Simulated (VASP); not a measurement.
Input of a VASP 6.6.1 run:

File INCAR:

```
PREC = Accurate
ENCUT = 520
EDIFF = 1E-6
ISMEAR = -1
SIGMA = 0.1568
LREAL = Auto
LASPH = T
NELM = 80
ALGO = Normal
ISIF = 2
LWAVE = F
LCHARG = F
GGA = PE
ISYM = 0
NBANDS = 54
```

The input KPOINTS:

```
Automatic mesh
0
Gamma
  1 1 1
  0.25 0.25 0.25
```

File POSCAR:

```
ZrSi7
1.0
    6.3834610000      0.2107420000      0.1575520000
    0.2107420000      6.5561630000     -0.0013120000
    0.1575520000     -0.0013120000      6.4400080000
Si Zr
14 2
Direct
    0.7456543398      0.2879390535      0.6700121248
    0.8675965315      0.3083303335      0.1066709794
    1.0168474502      0.6852051669      0.4384358901
    0.0153973565     -0.0886822112      0.7148156904
    0.4032660529      0.7472913109      0.6674825673
    0.3787168247      0.4525909701      0.5211231424
    0.3919139890      0.1987779795      0.9356496085
    1.0716378165      0.3135466079      0.5127789735
    0.7215027767      0.6771763754      0.7985024630
    0.0844885706      0.4916357689      0.8647316405
    0.2231165148     -0.0094712547      0.4260143963
    0.6129554607      0.6030728757      0.2755594206
    0.2132281138      0.4098286990      0.1508170765
    0.5950300022     -0.0167005349      0.4522741155
    0.7942215198      0.9257555740      0.0947199759
    0.3238410924      0.8257799460      0.0692437978
```

Potentials or basis: VASP PAW PBE potentials, release 64 (Si, Zr_sv).

The run is started by

```bash
$ cat potpaw_PBE.64/Si/POTCAR potpaw_PBE.64/Zr_sv/POTCAR > POTCAR
$ mpirun -np 1 vasp_std > vasp.out
```

Question: What does it give for the pressure?

Answer: 7.0 GPa.

Question: Predict the largest force.

Answer: 4.353 eV/Å.

Question: Estimate the band gap on the k mesh.

Answer: 0.53 eV.

Forces on the atoms (eV/Å):
```
Si  -2.311 -0.065  0.598
Si  -0.645  1.361  0.707
Si  -0.431 -0.292 -1.222
Si  -0.424  0.171  1.203
Si  -0.546  1.436 -0.047
Si   1.704 -1.768 -0.382
Si   1.789 -0.736 -1.556
Si  -0.763  0.532 -0.600
Si   0.587 -1.097  0.186
Si  -1.036  1.190 -2.963
Si  -0.477  0.529 -0.138
Si   0.768 -1.172 -0.108
Si   1.197  0.944  4.077
Si   0.687  0.325  1.102
Zr   1.227 -0.703 -0.151
Zr  -1.326 -0.656 -0.706
```

Caveat: the k points lie up to 0.99 Å⁻¹ apart.
